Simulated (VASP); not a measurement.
# SiC in VASP: notebook

SiC is run at these levels: PBE; tasks: single point.

All numbers are computed with VASP 6.6.1; they aren't measurements. Logs are shortened: lines on timing, memory, paths and dates and some standing lists are left out, and cuts for length are marked.

### 1 The cell of the first run

The cell holds a slab with vacuum, 8 atoms: a = 3.097 Å, b = 4.380 Å, c = 20.645 Å, α = 90.00°, β = 90.00°, γ = 90.00°.

### 2 Single point, PBE

The input, INCAR:

```
  ALGO = Normal
  DIPOL = 0.5 0.5 0.500
  EDIFF = 1E-6
  ENCUT = 520
  GGA = PE
  IDIPOL = 3
  ISIF = 2
  ISMEAR = -1
  LASPH = T
  LCHARG = F
  LDIPOL = T
  LREAL = F
  LWAVE = F
  NBANDS = 26
  NELM = 100
  PREC = Accurate
  SIGMA = 0.02
```

The input, KPOINTS:

```
k-points
0
Gamma
  8 6 1
```

The input, POSCAR:

```
SiC
1.0
    3.0969261082      0.0000000000      0.0000000000
    0.0000000000      4.3797149038      0.0000000000
    0.0000000000      0.0000000000     20.6454000000
Si C
4 4
Direct
    0.0000000000      0.8750000000      0.3874957821
    0.5000000000      0.3750000000      0.4624985937
    0.0000000000      0.8750000000      0.5375014058
    0.5000000000      0.3750000000      0.6125042179
    0.5000000000      0.6250000000      0.3874957821
    0.0000000000      0.1250000000      0.4624985937
    0.5000000000      0.6250000000      0.5375014058
    0.0000000000      0.1250000000      0.6125042179
```

Potentials or basis: VASP PAW PBE potentials, release 64 (Si, C).

Command:

```
$ cat potpaw_PBE.64/Si/POTCAR potpaw_PBE.64/C/POTCAR > POTCAR
$ mpirun -np 1 vasp_std > vasp.out
```

OUTCAR:

```text
EDIFF = 1E-6
   ENCUT = 520
   GGA = PE
   ISIF = 2
   ISMEAR = -1
   LASPH = T
   LREAL = F
   NELM = 100
   PREC = Accurate

 ion  position               nearest neighbor table
   1  0.000  0.875  0.387-   6 1.90   5 1.90   5 1.90   3 3.10   2 3.10   2 3.10   2 3.10   2 3.10

   2  0.500  0.375  0.462-   5 1.90   6 1.90   6 1.90   7 1.90   1 3.10   1 3.10   1 3.10   1 3.10
                             3 3.10   3 3.10   3 3.10   3 3.10   4 3.10
   3  0.000  0.875  0.538-   7 1.90   7 1.90   8 1.90   6 1.90   1 3.10   2 3.10   2 3.10   4 3.10
                             2 3.10   4 3.10   4 3.10   2 3.10   4 3.10
   4  0.500  0.375  0.613-   8 1.90   8 1.90   7 1.90   3 3.10   3 3.10   3 3.10   3 3.10   2 3.10

   5  0.500  0.625  0.387-   2 1.90   1 1.90   1 1.90
   6  0.000  0.125  0.462-   1 1.90   2 1.90   2 1.90   3 1.90
   7  0.500  0.625  0.538-   3 1.90   3 1.90   4 1.90   2 1.90
   8  0.000  0.125  0.613-   4 1.90   4 1.90   3 1.90

  LATTYP: Found a simple orthorhombic cell.
 ALAT       =     3.0969261082
 B/A-ratio  =     1.4142135623
 C/A-ratio  =     6.6664167238

  Lattice vectors:

 A1 = (   3.0969261082,   0.0000000000,   0.0000000000)
 A2 = (   0.0000000000,   4.3797149038,   0.0000000000)
 A3 = (   0.0000000000,   0.0000000000,  20.6454000000)

Analysis of symmetry for initial positions (statically):
=====================================================================
 Subroutine PRICEL returns:
 Original cell was already a primitive cell.

 Routine SETGRP: Setting up the symmetry group for a
 simple orthorhombic supercell.

 Subroutine GETGRP returns: Found  4 space group operations
 (whereof  2 operations were pure point group operations)
 out of a pool of  8 trial point group operations.

The static configuration has the point symmetry C_1h.
 The point group associated with its full space group is C_2v.

Analysis of symmetry for dynamics (positions and initial velocities):
=====================================================================
 Subroutine PRICEL returns:
 Original cell was already a primitive cell.

 Routine SETGRP: Setting up the symmetry group for a
 simple orthorhombic supercell.

 Subroutine GETGRP returns: Found  4 space group operations
 (whereof  2 operations were pure point group operations)
 out of a pool of  8 trial point group operations.

The dynamic configuration has the point symmetry C_1h.
 The point group associated with its full space group is C_2v.

 Subroutine INISYM returns: Found  4 space group operations
 (whereof  2 operations are pure point group operations),
 and found     1 'primitive' translations

----------------------------------------------------------------------------------------
[... 117 lines left out ...]
   IALGO  =     38    algorithm
   IMIX   =      4    mixing-type and parameters
     AMIX     =   0.40;   BMIX     =  1.00
     AMIX_MAG =   1.60;   BMIX_MAG =  1.00
  volume/ion in A,a.u.               =      35.00       236.21
  Fermi-wavevector in a.u.,A,eV,Ry     =   0.794435  1.501264  8.586996  0.631126
  Thomas-Fermi vector in A             =   1.900566
   LORBIT       =      0    0 simple, 1 ext, 2 COOP (PROOUT), +10 PAW based schemes
   GGA     = PE    functional components
   LHFCALC =     F    Hartree Fock is set to
   AEXX    =    0.0000 exact exchange contribution
   IVDW    =     0    specifies the selected vdW correction
   LEPSILON=     F    determine dielectric tensor
   LRPA    =     F    only Hartree local field effects (RPA)
 non-spin polarized calculation
  energy-cutoff  :      520.00
  volume of cell :      280.03
 maximum number of plane-waves:      7572
 NGX is ok and might be reduce to    24
   NGX = 11   NGY = 17   NGZ = 77

 dipolmoment           0.000000      0.000000     -0.000000 electrons x Angstroem

 number of electron      31.9999995 magnetization

 dipolmoment           0.000000      0.000000      0.000000 electrons x Angstroem

 Free energy of the ion-electron system (eV)
  ---------------------------------------------------
  ext. energy  EPLUGINS =         0.00000000
  ---------------------------------------------------
  free energy    TOTEN  =       -54.08506561 eV

  energy without entropy =      -54.08506207  energy(sigma->0) =      -54.08506384

 E-fermi :  -0.8825     XC(G=0):  -4.3434

 val. band max:       -1.0847558315   @ k =   0.2500   0.5000   0.0000
 cond. band min:      -0.6855156507   @ k =   0.3750   0.0000   0.0000
 fundamental gap:      0.3992401808
 Fermi energy:        -0.8824718164

 k-point     1 :       0.0000    0.0000    0.0000
  band No.  band energies     occupation
      1     -16.2015      2.00000
      2     -14.3365      2.00000
      3     -12.1781      2.00000
      4     -11.6471      2.00000
      5      -8.8525      2.00000
      6      -7.6767      2.00000
[... 569 lines left out ...]
     25       6.0532      0.00000
     26       6.0532      0.00000

------------------------ aborting loop because EDIFF is reached ----------------------------------------

 vacuum level on the upper side and lower side of the slab       (xc-potential included)        -0.091        -0.091

  FORCE on cell =-STRESS in cart. coord.  units (eV):
  Direction    XX          YY          ZZ          XY          YZ          ZX
  --------------------------------------------------------------------------------------
  -------------------------------------------------------------------------------------
  Total       -2.6878448     -6.5195102     -3.7735269      0.0000000      0.0000000      0.0000000
  in kB      -15.3785288    -37.3014371    -21.5902684      0.0000000      0.0000000      0.0000000
  external PRESSURE =     -24.7567448 kB  Pullay stress =       0.0000000 kB

 VOLUME and BASIS-vectors are now :
 -----------------------------------------------------------------------------
  energy-cutoff  :      520.00
  volume of cell :      280.03
      direct lattice vectors                 reciprocal lattice vectors
     3.096926108  0.000000000  0.000000000     0.322900827  0.000000000  0.000000000
     0.000000000  4.379714904  0.000000000     0.000000000  0.228325364  0.000000000
     0.000000000  0.000000000 20.645400000     0.000000000  0.000000000  0.048436940

 POSITION                                       TOTAL-FORCE (eV/Angst)
 -----------------------------------------------------------------------------------
      0.00000      3.83225      8.00001         0.000000     -2.688157      1.762252
      1.54846      1.64239      9.54847         0.000000      0.030552     -1.007523
      0.00000      3.83225     11.09693         0.000000      0.030552      1.007523
      1.54846      1.64239     12.64539         0.000000     -2.688157     -1.762252
      1.54846      2.73732      8.00001         0.000000      1.757814     -0.405226
      0.00000      0.54746      9.54847         0.000000      0.899791     -0.643818
      1.54846      2.73732     11.09693         0.000000      0.899791      0.643818
      0.00000      0.54746     12.64539         0.000000      1.757814      0.405226
 -----------------------------------------------------------------------------------
    total drift:                                0.000000     -0.000167      0.000009

  FREE ENERGIE OF THE ION-ELECTRON SYSTEM (eV)
  ---------------------------------------------------
  free  energy   TOTEN  =       -54.0850656058 eV

  energy  without entropy=      -54.0850620658  energy(sigma->0) =      -54.08506384

 vacuum level on the upper side and lower side of the slab         3.992         3.992
```

OSZICAR:

```text
N       E                     dE             d eps       ncg     rms          rms(c)
DAV:   1     0.191395797334E+03    0.19140E+03   -0.11543E+04  1040   0.942E+02
DAV:   2    -0.339456894326E+02   -0.22534E+03   -0.21084E+03  1492   0.200E+02
DAV:   3    -0.619904956314E+02   -0.28045E+02   -0.27359E+02  1428   0.701E+01
[... 16 lines left out ...]
DAV:  20    -0.540850486235E+02   -0.44269E-04   -0.26219E-06  1046   0.383E-03    0.967E-04
DAV:  21    -0.540850593199E+02   -0.10696E-04   -0.41478E-07  1032   0.181E-03    0.304E-04
DAV:  22    -0.540850641806E+02   -0.48607E-05   -0.21169E-07   908   0.111E-03    0.169E-04
DAV:  23    -0.540850652086E+02   -0.10280E-05   -0.75012E-08   918   0.603E-04    0.648E-05
DAV:  24    -0.540850656058E+02   -0.39723E-06   -0.35657E-08   832   0.405E-04
   1 F= -.54085066E+02 E0= -.54085064E+02  d E =-.354003E-05
```

It took 2.2 min on 1 thread of Intel Xeon Platinum 8488C (Sapphire Rapids), shared host; peak memory 0.41 GiB.

What came out:

```
Free energy            : -54.0851 eV
Largest force          : 3.214 eV/Å
Band gap on the k mesh : 0.40 eV (least direct gap 0.60 eV)
```

Forces on the atoms (eV/Å):
```
Si   0.000 -2.688  1.762
Si   0.000  0.031 -1.008
Si   0.000  0.031  1.008
Si   0.000 -2.688 -1.762
C    0.000  1.758 -0.405
C    0.000  0.900 -0.644
C    0.000  0.900  0.644
C    0.000  1.758  0.405
```

Levels at points of the mesh, in eV from the valence-band top:
```
           k point  band 13  band 14  band 15  band 16  band 17  band 18  band 19  band 20
(0.00, 0.00, 0.00)    -1.15    -0.66    -0.39    -0.01     0.74     1.88     2.38     4.25
(0.50, 0.00, 0.00)    -2.86    -2.86    -0.38    -0.38     0.51     0.51     2.59     2.59
(0.00, 0.50, 0.00)    -1.12    -1.12    -0.31    -0.31     0.80     0.80     4.66     4.66
(0.50, 0.50, 0.00)    -2.12    -2.12    -0.35    -0.35     0.89     0.89     5.40     5.40
```

Caveat: semilocal functionals underestimate gaps, and a narrow one can read as zero.

### 3 Single point, PBE

The input, INCAR:

```
SYSTEM = SiC
PREC = Accurate ; ENCUT = 520
EDIFF = 1E-7 ; ISMEAR = -1
SIGMA = 0.02 ; LREAL = .False.
LASPH = .True. ; NELM = 80
ALGO = Normal ; ISIF = 2
LWAVE = .False. ; LCHARG = .False.
LDIPOL = .True. ; IDIPOL = 3
DIPOL = 0.5 0.5 0.500 ; GGA = PE
NBANDS = 26
```

The input, KPOINTS:

```
Automatic mesh
0
Gamma
  8 6 1
  0 0 0
```

The input, POSCAR:

```
SiC
1.0
    3.0969261082      0.0000000000      0.0000000000
    0.0000000000      4.3797149038      0.0000000000
    0.0000000000      0.0000000000     20.6454000000
Si C
4 4
Direct
    0.0000000000      0.8363537269      0.4003641560
    0.5000000000      0.3823671827      0.4586487939
    0.0000000000      0.8823719973      0.5413484291
    0.5000000000      0.3363438890      0.5996368214
    0.5000000000      0.6415118333      0.3879090407
    0.0000000000      0.1397796001      0.4619575101
    0.5000000000      0.6397741725      0.5380431381
    0.0000000000      0.1414975981      0.6120921098
```

Potentials or basis: VASP PAW PBE potentials, release 64 (Si, C).

Command:

```
$ cat potpaw_PBE.64/Si/POTCAR potpaw_PBE.64/C/POTCAR > POTCAR
$ mpirun -np 1 vasp_std > vasp.out
```

OUTCAR:

```text
SYSTEM = SiC
   PREC = Accurate
   ENCUT = 520
   EDIFF = 1E-7
   ISMEAR = -1
   LREAL = .False.
   LASPH = .True.
   NELM = 80
   ISIF = 2
   GGA = PE

 ion  position               nearest neighbor table
   1  0.000  0.836  0.400-   5 1.79   5 1.79   6 1.84   2 2.79   2 2.79   3 2.92   2 3.09   2 3.09

   2  0.500  0.382  0.459-   5 1.85   6 1.88   6 1.88   7 1.99   1 2.79   1 2.79   4 2.92   1 3.09
                             1 3.09
   3  0.000  0.882  0.541-   8 1.85   7 1.88   7 1.88   6 1.99   4 2.79   4 2.79   1 2.92   4 3.09
                             4 3.09
   4  0.500  0.336  0.600-   8 1.79   8 1.79   7 1.84   3 2.79   3 2.79   2 2.92   3 3.09   3 3.09

   5  0.500  0.642  0.388-   1 1.79   1 1.79   2 1.85
[... 798 lines left out ...]

 VOLUME and BASIS-vectors are now :
 -----------------------------------------------------------------------------
  energy-cutoff  :      520.00
  volume of cell :      280.03
      direct lattice vectors                 reciprocal lattice vectors
     3.096926108  0.000000000  0.000000000     0.322900827  0.000000000  0.000000000
     0.000000000  4.379714904  0.000000000     0.000000000  0.228325364  0.000000000
     0.000000000  0.000000000 20.645400000     0.000000000  0.000000000  0.048436940

 POSITION                                       TOTAL-FORCE (eV/Angst)
 -----------------------------------------------------------------------------------
      0.00000      3.66299      8.26568         0.000000     -0.008156      0.008267
      1.54846      1.67466      9.46899         0.000000     -0.002173      0.003276
      0.00000      3.86454     11.17635         0.000000     -0.003252     -0.002122
      1.54846      1.47309     12.37974         0.000000     -0.007838     -0.008513
      1.54846      2.80964      8.00854         0.000000      0.007849     -0.004204
      0.00000      0.61219      9.53730         0.000000      0.002595     -0.003906
      1.54846      2.80203     11.10812         0.000000      0.002760      0.003230
      0.00000      0.61972     12.63689         0.000000      0.008215      0.003972
 -----------------------------------------------------------------------------------
    total drift:                                0.000000      0.000036     -0.000001

  FREE ENERGIE OF THE ION-ELECTRON SYSTEM (eV)
  ---------------------------------------------------
  free  energy   TOTEN  =       -55.4066626013 eV

  energy  without entropy=      -55.4066626011  energy(sigma->0) =      -55.40666260

 vacuum level on the upper side and lower side of the slab         4.100         4.099
```

stdout:

```text
POSCAR found type information on POSCAR SiC
 POSCAR found :  2 types and       8 ions
 scaLAPACK will be used
 LDA part: xc-table for (Slater+PW92), standard interpolation
 POSCAR, INCAR and KPOINTS ok, starting setup
 FFT: planning ... GRIDC
 FFT: planning ... GRID_SOFT
 FFT: planning ... GRID
 WAVECAR not read
 entering main loop
```

Wall time 2.7 min (1 thread of Intel Xeon Platinum 8488C (Sapphire Rapids), shared host); peak memory 0.42 GiB.

What came out:

- Free energy: -55.4067 eV
- Largest force: 0.012 eV/Å
- Band gap on the k mesh: 0.83 eV (least direct gap 1.25 eV)

Forces in eV/Å, atoms in the order of the input:
```
Si   0.000 -0.008  0.008
Si   0.000 -0.002  0.003
Si   0.000 -0.003 -0.002
Si   0.000 -0.008 -0.009
C    0.000  0.008 -0.004
C    0.000  0.003 -0.004
C    0.000  0.003  0.003
C    0.000  0.008  0.004
```

### 4 Single point, PBE

The input, INCAR:

```
  ALGO = Normal
  DIPOL = 0.5 0.5 0.500
  EDIFF = 1E-6
  EFIELD = -0.5
  ENCUT = 520
  GGA = PE
  IDIPOL = 3
  ISIF = 2
  ISMEAR = -1
  LASPH = T
  LCHARG = F
  LDIPOL = T
  LREAL = F
  LWAVE = F
  NBANDS = 26
  NELM = 80
  PREC = Accurate
  SIGMA = 0.02
```

The input, KPOINTS:

```
k-points
0
Gamma
  8 6 1
```

POSCAR is that of step 3.

Command:

```
$ cat potpaw_PBE.64/Si/POTCAR potpaw_PBE.64/C/POTCAR > POTCAR
$ mpirun -np 1 vasp_std > vasp.out
```

Wall time 2.5 min (1 thread of Intel Xeon Platinum 8488C (Sapphire Rapids), shared host); peak memory 0.43 GiB.

It converged, with:

| Quantity | Value |
| --- | --- |
| Free energy | -55.4671 eV |
| Largest force | 0.131 eV/Å |
| Band gap on the k mesh | 0.72 eV (least direct gap 1.14 eV) |

Forces on the atoms (eV/Å):
```
Si   0.000  0.044  0.105
Si   0.000 -0.010  0.108
Si   0.000  0.001  0.102
Si   0.000 -0.052  0.104
C    0.000  0.012 -0.130
C    0.000 -0.003 -0.087
C    0.000  0.008 -0.083
C    0.000  0.000 -0.119
```

Levels at points of the mesh, in eV from the valence-band top:
| k point | band 13 | band 14 | band 15 | band 16 | band 17 | band 18 | band 19 | band 20 |
| --- | --- | --- | --- | --- | --- | --- | --- | --- |
| (0.00, 0.00, 0.00) | -1.38 | -1.10 | -0.78 | -0.14 | 1.76 | 2.52 | 3.53 | 3.70 |
| (0.50, 0.00, 0.00) | -2.63 | -2.60 | -0.56 | -0.45 | 0.72 | 0.79 | 3.41 | 3.47 |
| (0.00, 0.50, 0.00) | -1.89 | -1.89 | -0.52 | -0.37 | 2.33 | 2.58 | 4.20 | 4.28 |
| (0.50, 0.50, 0.00) | -2.16 | -2.10 | -0.25 | -0.11 | 1.82 | 1.99 | 5.13 | 5.22 |

Caveat: semilocal functionals underestimate gaps, and a narrow one can read as zero.

(Continued in part 2 of 2.)
